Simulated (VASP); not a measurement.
# Ti3B6N in VASP: single point with PBE

Aim: the single point of Ti3B6N with PBE.

Everything below comes from runs of VASP 6.6.1. Logs are shortened: lines on timing, memory, paths and dates and some standing lists are left out, and cuts for length are marked.

## Step 1: The cell of the first run

The cell holds a slab with vacuum, 10 atoms: a = 3.032 Å, b = 4.425 Å, c = 21.637 Å, α = 90.00°, β = 90.00°, γ = 110.03°.

## Step 2: Single point, PBE

INCAR reads:

```
PREC     = Accurate       # precision mode
ENCUT    = 520            # plane-wave cutoff, eV
EDIFF    = 1E-7           # SCF threshold, eV
ISMEAR   = 0              # smearing method
SIGMA    = 0.1            # smearing width, eV
LREAL    = False          # projectors in reciprocal space
LASPH    = True           # aspherical terms in the spheres
NELM     = 80             # most SCF steps
ALGO     = Normal         # electronic algorithm
ISIF     = 2              # what is computed and relaxed
LWAVE    = False          # write WAVECAR
LCHARG   = False          # write CHGCAR
LDIPOL   = True         
IDIPOL   = 3            
DIPOL    = 0.5 0.5 0.311
GGA      = PE             # functional
NBANDS   = 40             # bands
```

KPOINTS reads:

```
regular mesh
0
Gamma
  9 7 1
```

POSCAR reads:

```
Ti3B6N
1.0
    3.0321012950      0.0000000000      0.0000000000
   -1.5160506475      4.1575960387      0.0000000000
    0.0000000000      0.0000000000     21.6365012870
B Ti N
6 3 1
Direct
    0.4162083558      0.8324167117      0.1848727734
    0.9826916982      0.9653833964      0.2162373473
    0.1156583829      0.2313167658      0.2789664953
    0.6841555002      0.3682035919      0.3103241285
    0.8188849641      0.6374753617      0.3780133493
    0.3948399341      0.7893602615      0.3991634864
    0.6994500270      0.3989000541      0.2005550604
    0.3994230469      0.7987873805      0.2937076121
    0.0978377712      0.1958824013      0.3870006528
    0.3948399341      0.7893602615      0.4620202294
```

Potentials or basis: VASP PAW PBE potentials, release 64 (B, Ti_sv, N).

Started as:

```
cat potpaw_PBE.64/B/POTCAR potpaw_PBE.64/Ti_sv/POTCAR potpaw_PBE.64/N/POTCAR > POTCAR
mpirun -np 1 vasp_std > vasp.out
```

OUTCAR:

```text
PREC = Accurate
   ENCUT = 520
   EDIFF = 1E-7
   ISMEAR = 0
   LREAL = False
   LASPH = True
   NELM = 80
   ISIF = 2
   GGA = PE

 ion  position               nearest neighbor table
   1  0.416  0.832  0.185-   2 1.75   2 1.75   8 2.36   7 2.38   7 2.38   7 2.38
   2  0.983  0.965  0.216-   1 1.75   1 1.75   3 1.75   8 2.36   8 2.36   7 2.38   7 2.38   7 2.38

   3  0.116  0.231  0.279-   2 1.75   4 1.76   4 1.76   9 2.34   8 2.37   8 2.37   7 2.38   7 2.38
                             8 2.38
   4  0.684  0.368  0.310-   3 1.76   3 1.76   5 1.84   9 2.36   9 2.36   8 2.37   8 2.37   7 2.38
                             8 2.39
   5  0.819  0.637  0.378-   6 1.70   6 1.70   4 1.84   9 2.33   9 2.39   9 2.39   8 2.46   8 2.47

   6  0.395  0.789  0.399-  10 1.36   5 1.70   5 1.70   8 2.28   9 2.29   9 2.29   9 2.48
   7  0.699  0.399  0.201-   4 2.38   2 2.38   2 2.38   1 2.38   1 2.38   2 2.38   1 2.38   3 2.38
                             3 2.38
   8  0.399  0.799  0.294-   6 2.28   1 2.36   2 2.36   2 2.36   4 2.37   4 2.37   3 2.37   3 2.37
                             3 2.38   4 2.39   5 2.46   5 2.47
   9  0.098  0.196  0.387-   6 2.29   6 2.29   5 2.33   3 2.34   4 2.36   4 2.36   5 2.39   5 2.39
                             6 2.48
  10  0.395  0.789  0.462-   6 1.36

  LATTYP: Found a base centered orthorhombic cell.
 ALAT       =     3.0321012950
 B/A-ratio  =     2.7423859787
 C/A-ratio  =     7.1358108394

  Lattice vectors:

 A1 = (   1.5160506475,  -4.1575960387,   0.0000000000)
 A2 = (   1.5160506475,   4.1575960387,   0.0000000000)
 A3 = (   0.0000000000,   0.0000000000,  21.6365012870)

Analysis of symmetry for initial positions (statically):
=====================================================================
 Subroutine PRICEL returns:
 Original cell was already a primitive cell.

 Routine SETGRP: Setting up the symmetry group for a
 base centered orthorhombic supercell.

 Subroutine GETGRP returns: Found  1 space group operations
 (whereof  1 operations were pure point group operations)
 out of a pool of  8 trial point group operations.

The static configuration has the point symmetry C_1 .

Analysis of symmetry for dynamics (positions and initial velocities):
=====================================================================
 Subroutine PRICEL returns:
 Original cell was already a primitive cell.

 Routine SETGRP: Setting up the symmetry group for a
 base centered orthorhombic supercell.

 Subroutine GETGRP returns: Found  1 space group operations
 (whereof  1 operations were pure point group operations)
 out of a pool of  8 trial point group operations.

The dynamic configuration has the point symmetry C_1 .

 Subroutine INISYM returns: Found  1 space group operations
 (whereof  1 operations are pure point group operations),
 and found     1 'primitive' translations

----------------------------------------------------------------------------------------

                                     Primitive cell

  volume of cell :     272.7552

  direct lattice vectors                    reciprocal lattice vectors
     3.032101295  0.000000000  0.000000000     0.329804285  0.120261804  0.000000000
    -1.516050647  4.157596039  0.000000000     0.000000000  0.240523608  0.000000000
     0.000000000  0.000000000 21.636501287     0.000000000  0.000000000  0.046218193

  length of vectors
     3.032101295  4.425382965 21.636501287     0.351046675  0.240523608  0.046218193

  position of ions in fractional coordinates (direct lattice)
     0.416208356  0.832416712  0.184872773
     0.982691698  0.965383396  0.216237347
     0.115658383  0.231316766  0.278966495
     0.684155500  0.368203592  0.310324128
     0.818884964  0.637475362  0.378013349
     0.394839934  0.789360262  0.399163486
     0.699450027  0.398900054  0.200555060
     0.399423047  0.798787381  0.293707612
     0.097837771  0.195882401  0.387000653
     0.394839934  0.789360262  0.462020229

  ion indices of the primitive-cell ions
   primitive index   ion index
                 1           1
                 2           2
                 3           3
                 4           4
                 5           5
                 6           6
                 7           7
                 8           8
                 9           9
                10          10

----------------------------------------------------------------------------------------

 KPOINTS: regular mesh

Automatic generation of k-mesh.
 Grid dimensions read from file:
 generate k-points for:    9    7    1

 Generating k-lattice:

  Cartesian coordinates                     Fractional coordinates (reciprocal lattice)
     0.036644921  0.013362423  0.000000000     0.111111111  0.000000000  0.000000000
     0.000000000  0.034360515  0.000000000     0.000000000  0.142857143  0.000000000
     0.000000000  0.000000000  0.046218193     0.000000000  0.000000000  1.000000000

  Length of vectors
     0.039005186  0.034360515  0.046218193

  Shift w.r.t. Gamma in fractional coordinates (k-lattice)
     0.000000000  0.000000000  0.000000000

 -----------------------------------------------------------------------------
|                                                                             |
|           W    W    AA    RRRRR   N    N  II  N    N   GGGG   !!!           |
|           W    W   A  A   R    R  NN   N  II  NN   N  G    G  !!!           |
|           W    W  A    A  R    R  N N  N  II  N N  N  G       !!!           |
|           W WW W  AAAAAA  RRRRR   N  N N  II  N  N N  G  GGG   !            |
|           WW  WW  A    A  R   R   N   NN  II  N   NN  G    G                |
|           W    W  A    A  R    R  N    N  II  N    N   GGGG   !!!           |
|                                                                             |
|     Your reciprocal lattice and k-lattice belong to different lattice       |
|     classes:                                                                |
|                                                                             |
|        The reciprocal lattice is base centered orthorhombic,                |
|        whereas your k-lattice is simple monoclinic.                         |
|                                                                             |
|     Results are often still useful ...                                      |
|                                                                             |
 -----------------------------------------------------------------------------

 WARNING: IBZKPT: internal override: KBLOWUP is changed to .FALSE.
      ... skipping the blow-up phase ...

 Subroutine IBZKPT returns following result:
 ===========================================

 Found     32 irreducible k-points:

 Following reciprocal coordinates:
            Coordinates               Weight
  0.000000  0.000000  0.000000      1.000000
  0.111111  0.000000  0.000000      2.000000
  0.222222 -0.000000  0.000000      2.000000
  0.333333  0.000000  0.000000      2.000000
  0.444444 -0.000000  0.000000      2.000000
  0.000000  0.142857  0.000000      2.000000
[... 16 lines left out ...]
 -0.111111  0.285714  0.000000      2.000000
  0.000000  0.428571  0.000000      2.000000
 [... further k-points ...]
   k-points           NKPTS =     32   k-points in BZ     NKDIM =     32   number of bands    NBANDS=     40
   number of dos      NEDOS =    301   number of ions     NIONS =     10
   total plane-waves  NPLWV = 139968
   dimension x,y,z NGX =    24 NGY =   36 NGZ =  162
   dimension x,y,z NGXF=    48 NGYF=   72 NGZF=  324
   ions per type =               6   3   1
   NGX,Y,Z   is equivalent  to a cutoff of  13.16, 13.52, 12.45 a.u.
   NGXF,Y,Z  is equivalent  to a cutoff of  26.32, 27.05, 24.89 a.u.
 SYSTEM =  unknown system
   PREC   = accura    normal or accurate (medium, high low for compatibility)
   ISTART =      0    job   : 0-new  1-cont  2-samecut
   ICHARG =      2    charge: 1-file 2-atom 10-const
   ISPIN  =      1    spin polarized calculation?
   LNONCOLLINEAR =      F non collinear calculations
   LSORBIT =      F    spin-orbit coupling
   LASPH  =      T    aspherical Exc in radial PAW
   ENCUT  =  520.0 eV  38.22 Ry    6.18 a.u.   5.64  8.23 40.23*2*pi/ulx,y,z
   NELM   =     80;   NELMIN=  2; NELMDL= -5     # of ELM steps
   EDIFF  = 0.1E-06   stopping-criterion for ELM
   LREAL  =      F    real-space projection
   EDIFFG = 0.1E-05   stopping-criterion for IOM
   NSW    =      0    number of steps for IOM
   IBRION =     -1    ionic relax: 0-MD 1-quasi-New 2-CG
   NFREE  =      0    steps in history (QN), initial steepest desc. (CG)
   ISIF   =      2    stress and relaxation
   ISYM   =      2    0-nonsym 1-usesym 2-fastsym
   POTIM  = 0.5000    time-step for ionic-motion
   TEBEG  =    0.0;   TEEND  =   0.0 temperature during run
   PSTRESS=    0.0 pullay stress
   NELECT =      59.0000    total number of electrons
   NUPDOWN=      -1.0000    fix difference up-down
   EMIN   =  10.00;   EMAX   =-10.00  energy-range for DOS
   EFERMI =   0.00;   METHOD = LEGACY
   ISMEAR =     0;   SIGMA  =   0.10  broadening in eV -4-tet -1-fermi 0-gaus
   EFERMI_NEDOS =   21; number of points for ismear=-14 and -15
   IALGO  =     38    algorithm
   IMIX   =      4    mixing-type and parameters
     AMIX     =   0.40;   BMIX     =  1.00
     AMIX_MAG =   1.60;   BMIX_MAG =  1.00
  volume/ion in A,a.u.               =      27.28       184.06
  Fermi-wavevector in a.u.,A,eV,Ry     =   0.982731  1.857092 13.139956  0.965759
  Thomas-Fermi vector in A             =   2.113835
   LORBIT       =      0    0 simple, 1 ext, 2 COOP (PROOUT), +10 PAW based schemes
   GGA     = PE    functional components
   LHFCALC =     F    Hartree Fock is set to
   AEXX    =    0.0000 exact exchange contribution
   IVDW    =     0    specifies the selected vdW correction
   LEPSILON=     F    determine dielectric tensor
   LRPA    =     F    only Hartree local field effects (RPA)
 non-spin polarized calculation
 Gauss-broadening in eV      SIGMA  =   0.10
  energy-cutoff  :      520.00
  volume of cell :      272.76
 maximum number of plane-waves:      7387
   NGX = 11   NGY = 17   NGZ = 81

 dipolmoment           0.000000      0.000000     -0.014959 electrons x Angstroem

 number of electron      59.0000000 magnetization

 dipolmoment           0.000000      0.000000      0.162121 electrons x Angstroem

 Free energy of the ion-electron system (eV)
  ---------------------------------------------------
  ext. energy  EPLUGINS =         0.00000000
  ---------------------------------------------------
  free energy    TOTEN  =       -74.85528002 eV

  energy without entropy =      -74.83464564  energy(sigma->0) =      -74.84496283

 E-fermi :  -1.0115     XC(G=0):  -4.8567

 val. band max:       -1.0465097829   @ k =  -0.3333   0.4286   0.0000
 cond. band min:      -1.0079549233   @ k =  -0.3333   0.2857   0.0000
 fundamental gap:      0.0385548596
 Fermi energy:        -1.0115096619

 k-point     1 :       0.0000    0.0000    0.0000
  band No.  band energies     occupation
      1     -58.1142      2.00000
      2     -57.8432      2.00000
      3     -57.7857      2.00000
      4     -34.5031      2.00000
      5     -34.4308      2.00000
      6     -34.2965      2.00000
[... 32 lines left out ...]
     39       2.5002      0.00000
[... 988 lines left out ...]
     39       1.6828      0.00000
     40       1.7753      0.00000

 [... further k-points ...]

------------------------ aborting loop because EDIFF is reached ----------------------------------------

 vacuum level on the upper side and lower side of the slab       (xc-potential included)         1.058        -1.206

  FORCE on cell =-STRESS in cart. coord.  units (eV):
  Direction    XX          YY          ZZ          XY          YZ          ZX
  --------------------------------------------------------------------------------------
  -------------------------------------------------------------------------------------
  Total       -0.7156968     -4.0065390     -0.5334983     -0.0007858      1.8535584      0.0010345
  in kB       -4.2040382    -23.5346057     -3.1337952     -0.0046161     10.8878927      0.0060765
  external PRESSURE =     -10.2908130 kB  Pullay stress =       0.0000000 kB

 VOLUME and BASIS-vectors are now :
 -----------------------------------------------------------------------------
  energy-cutoff  :      520.00
  volume of cell :      272.76
      direct lattice vectors                 reciprocal lattice vectors
     3.032101295  0.000000000  0.000000000     0.329804285  0.120261804  0.000000000
    -1.516050647  4.157596039  0.000000000     0.000000000  0.240523608  0.000000000
     0.000000000  0.000000000 21.636501287     0.000000000  0.000000000  0.046218193

 POSITION                                       TOTAL-FORCE (eV/Angst)
 -----------------------------------------------------------------------------------
     -0.00000      3.46085      4.00000         0.001128     -0.615492      0.936873
      1.51605      4.01367      4.67862        -0.001757     -0.374414     -1.541402
      0.00000      0.96172      6.03586         0.004783      0.286629     -0.015643
      1.51621      1.53084      6.71433        -0.005448      0.069628     -0.081138
      1.51650      2.65037      8.17889         0.001263     -1.077170     -2.411392
      0.00048      3.28184      8.63650        -0.001447     -1.274869      0.105914
      1.51605      1.65847      4.33931         0.001039      0.826460      0.431687
      0.00009      3.32104      6.35481        -0.002567     -0.027019      0.892512
     -0.00031      0.81440      8.37334         0.002222      0.973280      1.191517
      0.00048      3.28184      9.99650         0.000785      1.212969      0.491072
 -----------------------------------------------------------------------------------
    total drift:                                0.000141     -0.000357     -0.000189

  FREE ENERGIE OF THE ION-ELECTRON SYSTEM (eV)
  ---------------------------------------------------
  free  energy   TOTEN  =       -74.8552800186 eV

  energy  without entropy=      -74.8346456397  energy(sigma->0) =      -74.84496283

 vacuum level on the upper side and lower side of the slab         5.973         3.646
```

Wall time 8.2 min (1 thread of Intel Xeon 6975P-C (Granite Rapids), shared host); peak memory 0.52 GiB.

What came out:

```yaml
Free_energy: -74.8553 eV
Largest_force: 2.641 eV/Å
Band_gap_on_the_k_mesh: zero (an odd number of electrons rules out a gap without spin polarisation)
```

Forces in eV/Å, atoms in the order of the input:
```
B    0.001 -0.615  0.937
B   -0.002 -0.374 -1.541
B    0.005  0.287 -0.016
B   -0.005  0.070 -0.081
B    0.001 -1.077 -2.411
B   -0.001 -1.275  0.106
Ti   0.001  0.826  0.432
Ti  -0.003 -0.027  0.893
Ti   0.002  0.973  1.192
N    0.001  1.213  0.491
```
